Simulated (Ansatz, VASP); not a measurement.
One calculation of LaHg, two programs

The input INCAR:

```
SYSTEM = LaHg
ALGO = Normal
EDIFF = 1E-6
ENCUT = 500
GGA = CA
GGA_COMPAT = .FALSE.
ISIF = 2
ISMEAR = -1
LASPH = .TRUE.
LCHARG = .FALSE.
LMAXMIX = 6
LREAL = .FALSE.
LWAVE = .FALSE.
NBANDS = 18
NELM = 200
PREC = Accurate
SIGMA = 0.08
```

File KPOINTS:

```
k-points
0
G
  11 11 11
  0 0 0
```

POSCAR

```
LaHg
1.0
    3.8241671282      0.0000000000      0.0000000000
    0.0000000000      3.8241671282      0.0000000000
    0.0000000000      0.0000000000      3.8241671282
La Hg
1 1
Direct
    0.5000000000      0.5000000000      0.5000000000
    0.0000000000      0.0000000000      0.0000000000
```

Input for Ansatz:

```yaml
crystal:
  lattice:
    - [3.8241671282, 0.0, 0.0]
    - [0.0, 3.8241671282, 0.0]
    - [0.0, 0.0, 3.8241671282]
  atoms:
    - { symbol: La, position: [0.5, 0.5, 0.5] }
    - { symbol: Hg, position: [0.0, 0.0, 0.0] }
kpoints:
  mp_grid: { grid: [11, 11, 11] }
  band_path:
    path:
      - [0.0, 0.0, 0.0]
      - [0.0, 0.5, 0.0]
      - [0.5, 0.5, 0.0]
      - [0.0, 0.0, 0.0]
      - [0.5, 0.5, 0.5]
      - [0.0, 0.5, 0.0]
      - [0.5, 0.5, 0.5]
      - [0.5, 0.5, 0.0]
    npoints: 5
scf:
  occupations: { method: fermi_dirac, width: 0.08 }
hamiltonian:
  xc: lda
  pseudopotentials: { kind: all_electron, lapw: { basis_error: 0.001 } }
output:
  forces: true
  stress: true
  eigenvalues: true
```

Change from the starting cell: volume scaled by 0.99.

Alike in both runs: task single point; functional LDA; k mesh 11 × 11 × 11; occupations fermi-dirac, width 0.08 eV; no spin polarisation.

```csv
,VASP,Ansatz
version,VASP 6.6.1,Ansatz 0.2.0
potentials or method,"VASP PAW LDA potentials, release 64 (La, Hg), cutoff 500 eV","all-electron LAPW, scalar-relativistic"
```

```tsv
	VASP	Ansatz	Ansatz less VASP
pressure (GPa)	-1.2	-1.3	-0.16
```

LDA's correlation is that of Perdew and Zunger in VASP and of Perdew and Wang (1992) in Ansatz. Ansatz ran all-electron here, and VASP with PAW potentials.

Spin-orbit coupling is off throughout.
